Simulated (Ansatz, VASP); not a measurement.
**One calculation of Ga, two programs**

INCAR

```
  PREC = Accurate
  ENCUT = 520
  EDIFF = 1E-6
  ISMEAR = -1
  SIGMA = 0.05
  LREAL = F
  LASPH = T
  NELM = 60
  ALGO = Normal
  ISIF = 2
  LWAVE = F
  LCHARG = T
  GGA = CA
  LELF = T
  LVHAR = T
  NBANDS = 20
```

KPOINTS

```
Automatic mesh
0
Gamma
  10 10 8
```

File POSCAR:

```
Ga
1.0
    1.4304030031     -4.0100608329      0.0000000000
    1.4304030031      4.0100608329      0.0000000000
    0.0000000000      0.0000000000      3.1271569103
Ga
2
Direct
    0.1330000000      0.8670000000      0.7500000000
    0.8670000000      0.1330000000      0.2500000000
```

Contents of input.yaml:

```yaml
crystal:
  lattice:
    - [1.4304030031, -4.0100608329, 0.0]
    - [1.4304030031, 4.0100608329, 0.0]
    - [0.0, 0.0, 3.1271569103]
  atoms:
    - { symbol: Ga, position: [0.133, 0.867, 0.75] }
    - { symbol: Ga, position: [0.867, 0.133, 0.25] }
hamiltonian:
  xc: lda
  pseudopotentials: { kind: paw }
kpoints:
  mp_grid: { grid: [10, 10, 8] }
scf:
  occupations: { method: fermi_dirac, width: 0.05 }
output:
  forces: true
  stress: true
  eigenvalues: true
  write_density: true
  write_potential: true
  elf: true
  volumetric_format: npy
```

Alike in both runs: task single point; functional LDA; k mesh 10 × 10 × 8; occupations fermi-dirac, width 0.05 eV; no spin polarisation.

```csv
,VASP,Ansatz
version,VASP 6.6.1,Ansatz 0.2.0
potentials or method,"VASP PAW LDA potentials, release 64 (Ga_d)",Ansatz PAW
plane-wave cutoff (eV),520,420
valence electrons in the cell,26,26
```

```csv
,VASP,Ansatz,Ansatz less VASP
gap on the k mesh at the Fermi level (eV),none,none,-
pressure (GPa),-1.9,-2.0,-0.07
"traceless stress, the component that is largest in VASP (GPa)",-1.90,-1.86,+0.036
rms of the force components (eV/Å),0.126,0.124,-0.0010
```

LDA's correlation is that of Perdew and Zunger in VASP and of Perdew and Wang (1992) in Ansatz. Atom by atom the forces differ by 0.001 eV/Å (rms over components). A gap of «none» marks a metal or a gap that the smearing closes.
